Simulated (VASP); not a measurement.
# Ti4CN5O in VASP: single point with PBEsol

Aim: the single point of Ti4CN5O with PBEsol.

All numbers are computed with VASP 6.6.1; they aren't measurements. Logs are shortened: lines on timing, memory, paths and dates and some standing lists are left out, and cuts for length are marked.

## Step 1: The cell of the first run

The cell holds a slab with vacuum, 11 atoms: a = 2.973 Å, b = 2.973 Å, c = 29.859 Å, α = 90.00°, β = 90.00°, γ = 120.00°.

## Step 2: Single point, PBEsol

INCAR

```
PREC = Accurate ; ENCUT = 520
EDIFF = 1E-6 ; ISMEAR = 0
SIGMA = 0.1 ; LREAL = F
LASPH = T ; NELM = 80
ALGO = Normal ; ISIF = 2
LWAVE = F ; LCHARG = F
LDIPOL = T ; IDIPOL = 3
DIPOL = 0.5 0.5 0.488 ; GGA = PS
NBANDS = 52
```

KPOINTS

```
Automatic mesh
0
Gamma
  12 12 1
```

POSCAR

```
Ti4CN5O
1.0
    2.9726300482      0.0000000000      0.0000000000
   -1.4863150241      2.5743731378      0.0000000000
    0.0000000000      0.0000000000     29.8585690827
N Ti C O
5 4 1 1
Direct
    0.3333333333      0.6666666667      0.2846753968
    0.0000000000      0.0000000000      0.3659633602
    0.6667739888      0.3335479775      0.4474181930
    0.3331377947      0.6662755894      0.5291029645
   -0.0099518775     -0.0199037550      0.6120553669
    0.6666666666      0.3333333333      0.3253193784
    0.3333333333      0.6666666667      0.4066073418
   -0.0001798611     -0.0003597222      0.4891588821
    0.6677227600      0.3354455200      0.5662871337
    0.0635547585      0.1271095171      0.6512357724
    0.1454716672      0.2909433344      0.6877336945
```

Potentials or basis: VASP PAW PBE potentials, release 64 (N, Ti_sv, C, O).

Run with:

```console
$ cat potpaw_PBE.64/N/POTCAR potpaw_PBE.64/Ti_sv/POTCAR potpaw_PBE.64/C/POTCAR potpaw_PBE.64/O/POTCAR > POTCAR
$ mpirun -np 1 vasp_std > vasp.out
```

OUTCAR:

```text
PREC = Accurate
   ENCUT = 520
   EDIFF = 1E-6
   ISMEAR = 0
   LREAL = F
   LASPH = T
   NELM = 80
   ISIF = 2
   GGA = PS

 ion  position               nearest neighbor table
   1  0.333  0.667  0.285-   6 2.10   6 2.10   6 2.10
   2  0.000  0.000  0.366-   7 2.10   7 2.10   7 2.10   6 2.10   6 2.10   6 2.10
   3  0.667  0.334  0.447-   7 2.10   7 2.10   7 2.11   8 2.12   8 2.12   8 2.12
   4  0.333  0.666  0.529-   9 2.04   9 2.04   9 2.05   8 2.09   8 2.09   8 2.09
   5  0.990  0.980  0.612-  10 1.23   9 2.15   9 2.22   9 2.22
   6  0.667  0.333  0.325-   1 2.10   1 2.10   1 2.10   2 2.10   2 2.10   2 2.10
   7  0.333  0.667  0.407-   2 2.10   2 2.10   2 2.10   3 2.10   3 2.10   3 2.11
   8  1.000  1.000  0.489-   4 2.09   4 2.09   4 2.09   3 2.12   3 2.12   3 2.12   9 2.87   9 2.87
                             9 2.87
   9  0.668  0.335  0.566-   4 2.04   4 2.04   4 2.05   5 2.15   5 2.22   5 2.22   8 2.87   8 2.87
                             8 2.87
  10  0.064  0.127  0.651-  11 1.17   5 1.23
  11  0.145  0.291  0.688-  10 1.17

  LATTYP: Found a hexagonal cell.
 ALAT       =     2.9726300482
 C/A-ratio  =    10.0444954799

  Lattice vectors:

 A1 = (   2.9726300482,   0.0000000000,   0.0000000000)
 A2 = (  -1.4863150241,   2.5743731378,   0.0000000000)
 A3 = (   0.0000000000,   0.0000000000,  29.8585690827)

Analysis of symmetry for initial positions (statically):
=====================================================================
 Subroutine PRICEL returns:
 Original cell was already a primitive cell.

 Routine SETGRP: Setting up the symmetry group for a
 hexagonal supercell.

 Subroutine GETGRP returns: Found  2 space group operations
 (whereof  2 operations were pure point group operations)
 out of a pool of 24 trial point group operations.

The static configuration has the point symmetry C_1h.

Analysis of symmetry for dynamics (positions and initial velocities):
=====================================================================
 Subroutine PRICEL returns:
 Original cell was already a primitive cell.

 Routine SETGRP: Setting up the symmetry group for a
 hexagonal supercell.

 Subroutine GETGRP returns: Found  2 space group operations
 (whereof  2 operations were pure point group operations)
 out of a pool of 24 trial point group operations.

The dynamic configuration has the point symmetry C_1h.

 Subroutine INISYM returns: Found  2 space group operations
 (whereof  2 operations are pure point group operations),
 and found     1 'primitive' translations

----------------------------------------------------------------------------------------

                                     Primitive cell

  volume of cell :     228.4974

  direct lattice vectors                    reciprocal lattice vectors
     2.972630048  0.000000000  0.000000000     0.336402440  0.194222039  0.000000000
    -1.486315024  2.574373138  0.000000000     0.000000000  0.388444078  0.000000000
     0.000000000  0.000000000 29.858569083     0.000000000  0.000000000  0.033491223

  length of vectors
     2.972630048  2.972630048 29.858569083     0.388444078  0.388444078  0.033491223

  position of ions in fractional coordinates (direct lattice)
     0.333333333  0.666666667  0.284675397
     0.000000000  0.000000000  0.365963360
     0.666773989  0.333547977  0.447418193
     0.333137795  0.666275589  0.529102964
     0.990048122  0.980096245  0.612055367
     0.666666667  0.333333333  0.325319378
     0.333333333  0.666666667  0.406607342
     0.999820139  0.999640278  0.489158882
     0.667722760  0.335445520  0.566287134
     0.063554758  0.127109517  0.651235772
     0.145471667  0.290943334  0.687733694

  ion indices of the primitive-cell ions
   primitive index   ion index
                 1           1
                 2           2
                 3           3
                 4           4
                 5           5
                 6           6
                 7           7
                 8           8
                 9           9
                10          10
                11          11

----------------------------------------------------------------------------------------

 KPOINTS: Automatic mesh

Automatic generation of k-mesh.
 Grid dimensions read from file:
 generate k-points for:   12   12    1

 Generating k-lattice:

  Cartesian coordinates                     Fractional coordinates (reciprocal lattice)
     0.028033537  0.016185170  0.000000000     0.083333333 -0.000000000  0.000000000
     0.000000000  0.032370340  0.000000000     0.000000000  0.083333333  0.000000000
     0.000000000  0.000000000  0.033491223     0.000000000  0.000000000  1.000000000

  Length of vectors
     0.032370340  0.032370340  0.033491223

  Shift w.r.t. Gamma in fractional coordinates (k-lattice)
     0.000000000  0.000000000  0.000000000

 Subroutine IBZKPT returns following result:
 ===========================================

 Found     43 irreducible k-points:

 Following reciprocal coordinates:
            Coordinates               Weight
  0.000000  0.000000  0.000000      1.000000
  0.083333  0.000000  0.000000      4.000000
  0.000000  0.083333  0.000000      2.000000
  0.166667 -0.000000  0.000000      4.000000
  0.000000  0.166667  0.000000      2.000000
  0.250000  0.000000  0.000000      4.000000
[... 16 lines left out ...]
 -0.083333  0.416667  0.000000      4.000000
 -0.416667  0.333333  0.000000      4.000000
 [... further k-points ...]
   k-points           NKPTS =     43   k-points in BZ     NKDIM =     43   number of bands    NBANDS=     52
   number of dos      NEDOS =    301   number of ions     NIONS =     11
   total plane-waves  NPLWV = 129024
   dimension x,y,z NGX =    24 NGY =   24 NGZ =  224
   dimension x,y,z NGXF=    48 NGYF=   48 NGZF=  448
   ions per type =               5   4   1   1
   NGX,Y,Z   is equivalent  to a cutoff of  13.42, 13.42, 12.47 a.u.
   NGXF,Y,Z  is equivalent  to a cutoff of  26.84, 26.84, 24.94 a.u.
 SYSTEM =  unknown system
   PREC   = accura    normal or accurate (medium, high low for compatibility)
   ISTART =      0    job   : 0-new  1-cont  2-samecut
   ICHARG =      2    charge: 1-file 2-atom 10-const
   ISPIN  =      1    spin polarized calculation?
   LNONCOLLINEAR =      F non collinear calculations
   LSORBIT =      F    spin-orbit coupling
   LASPH  =      T    aspherical Exc in radial PAW
   ENCUT  =  520.0 eV  38.22 Ry    6.18 a.u.   5.53  5.53 55.52*2*pi/ulx,y,z
   NELM   =     80;   NELMIN=  2; NELMDL= -5     # of ELM steps
   EDIFF  = 0.1E-05   stopping-criterion for ELM
   LREAL  =      F    real-space projection
   EDIFFG = 0.1E-04   stopping-criterion for IOM
   NSW    =      0    number of steps for IOM
   IBRION =     -1    ionic relax: 0-MD 1-quasi-New 2-CG
   NFREE  =      0    steps in history (QN), initial steepest desc. (CG)
   ISIF   =      2    stress and relaxation
   ISYM   =      2    0-nonsym 1-usesym 2-fastsym
   POTIM  = 0.5000    time-step for ionic-motion
   TEBEG  =    0.0;   TEEND  =   0.0 temperature during run
   PSTRESS=    0.0 pullay stress
   NELECT =      83.0000    total number of electrons
   NUPDOWN=      -1.0000    fix difference up-down
   EMIN   =  10.00;   EMAX   =-10.00  energy-range for DOS
   EFERMI =   0.00;   METHOD = LEGACY
   ISMEAR =     0;   SIGMA  =   0.10  broadening in eV -4-tet -1-fermi 0-gaus
   EFERMI_NEDOS =   21; number of points for ismear=-14 and -15
   IALGO  =     38    algorithm
   IMIX   =      4    mixing-type and parameters
     AMIX     =   0.40;   BMIX     =  1.00
     AMIX_MAG =   1.60;   BMIX_MAG =  1.00
  volume/ion in A,a.u.               =      20.77       140.18
  Fermi-wavevector in a.u.,A,eV,Ry     =   1.168083  2.207357 18.564036  1.364418
  Thomas-Fermi vector in A             =   2.304575
   LORBIT       =      0    0 simple, 1 ext, 2 COOP (PROOUT), +10 PAW based schemes
   GGA     = PS    functional components
   LHFCALC =     F    Hartree Fock is set to
   AEXX    =    0.0000 exact exchange contribution
   IVDW    =     0    specifies the selected vdW correction
   LEPSILON=     F    determine dielectric tensor
   LRPA    =     F    only Hartree local field effects (RPA)
 non-spin polarized calculation
 Gauss-broadening in eV      SIGMA  =   0.10
  energy-cutoff  :      520.00
  volume of cell :      228.50
 maximum number of plane-waves:      6267
 NGX is ok and might be reduce to    24
   NGX = 11   NGY = 11   NGZ =111

 dipolmoment           0.000000      0.000000      0.112770 electrons x Angstroem

 number of electron      83.0000010 magnetization

 dipolmoment           0.000000      0.000000     -0.115847 electrons x Angstroem

 Free energy of the ion-electron system (eV)
  ---------------------------------------------------
  ext. energy  EPLUGINS =         0.00000000
  ---------------------------------------------------
  free energy    TOTEN  =      -105.29415404 eV

  energy without entropy =     -105.27356712  energy(sigma->0) =     -105.28386058

 E-fermi :   0.4555     XC(G=0):  -6.1062

 val. band max:        0.4352802518   @ k =  -0.0833   0.5000   0.0000
 cond. band min:       0.4634962634   @ k =   0.3333   0.0833   0.0000
 fundamental gap:      0.0282160117
 Fermi energy:         0.4555349824

 k-point     1 :       0.0000    0.0000    0.0000
  band No.  band energies     occupation
      1     -57.0740      2.00000
      2     -56.9893      2.00000
      3     -56.8987      2.00000
      4     -55.8285      2.00000
      5     -33.7595      2.00000
      6     -33.5222      2.00000
[... 44 lines left out ...]
     51       2.0878      0.00000
     52       2.7139      0.00000
[... 1263 lines left out ...]
     51       3.0148      0.00000
     52       3.4474      0.00000

 [... further k-points ...]

------------------------ aborting loop because EDIFF is reached ----------------------------------------

 vacuum level on the upper side and lower side of the slab       (xc-potential included)        -1.553         1.134

  FORCE on cell =-STRESS in cart. coord.  units (eV):
  Direction    XX          YY          ZZ          XY          YZ          ZX
  --------------------------------------------------------------------------------------
  -------------------------------------------------------------------------------------
  Total        1.1945382      1.1254660     -2.7180326      0.0000000      0.3521966      0.0000000
  in kB        8.3758571      7.8915376    -19.0582885      0.0000000      2.4695304      0.0000000
  external PRESSURE =      -0.9302979 kB  Pullay stress =       0.0000000 kB

 VOLUME and BASIS-vectors are now :
 -----------------------------------------------------------------------------
  energy-cutoff  :      520.00
  volume of cell :      228.50
      direct lattice vectors                 reciprocal lattice vectors
     2.972630048  0.000000000  0.000000000     0.336402440  0.194222039  0.000000000
    -1.486315024  2.574373138  0.000000000     0.000000000  0.388444078  0.000000000
     0.000000000  0.000000000 29.858569083     0.000000000  0.000000000  0.033491223

 POSITION                                       TOTAL-FORCE (eV/Angst)
 -----------------------------------------------------------------------------------
     -0.00000      1.71625      8.50000        -0.000000     -0.006332      4.400496
      0.00000      0.00000     10.92714        -0.000000     -0.004919      1.259359
      1.48632      0.85868     13.35927        -0.000000     -0.000298      0.001667
      0.00000      1.71524     15.79826        -0.000000      0.000175      0.001485
      1.48632      2.52313     18.27510        -0.000000     -0.038175     -0.093574
      1.48632      0.85812      9.71357        -0.000000      0.004078     -5.728477
     -0.00000      1.71625     12.14071        -0.000000      0.007271      0.039510
      1.48632      2.57345     14.60558        -0.000000     -0.000514     -0.009607
      1.48632      0.86356     16.90852        -0.000000      0.001105      0.016479
     -0.00000      0.32723     19.44497        -0.000000     -0.229922     -0.569527
      0.00000      0.74900     20.53474         0.000000      0.267530      0.682189
 -----------------------------------------------------------------------------------
    total drift:                                0.000001     -0.000240      0.000283

  FREE ENERGIE OF THE ION-ELECTRON SYSTEM (eV)
  ---------------------------------------------------
  free  energy   TOTEN  =      -105.2941540442 eV

  energy  without entropy=     -105.2735671209  energy(sigma->0) =     -105.28386058

 vacuum level on the upper side and lower side of the slab         5.625         8.365
```

Wall time 19 min (1 thread of AMD EPYC 9R45 (Zen 5), shared host); peak memory 0.61 GiB.

What came out:

| Quantity | Value |
| --- | --- |
| Free energy | -105.2942 eV |
| Largest force | 5.728 eV/Å |
| Band gap on the k mesh | zero (an odd number of electrons rules out a gap without spin polarisation) |

Forces in eV/Å, atoms in the order of the input:
```
N    0.000 -0.006  4.400
N    0.000 -0.005  1.259
N    0.000  0.000  0.002
N    0.000  0.000  0.001
N    0.000 -0.038 -0.094
Ti   0.000  0.004 -5.728
Ti   0.000  0.007  0.040
Ti   0.000 -0.001 -0.010
Ti   0.000  0.001  0.016
C    0.000 -0.230 -0.570
O    0.000  0.268  0.682
```

Caveat: the PAW data sets were made with another functional, which shifts forces and pressure a little; an odd number of electrons without spin polarisation forces a metal; a magnetic or distorted state may lie lower.

The gap in the log of VASP goes by the Fermi energy; the results here count the filled bands.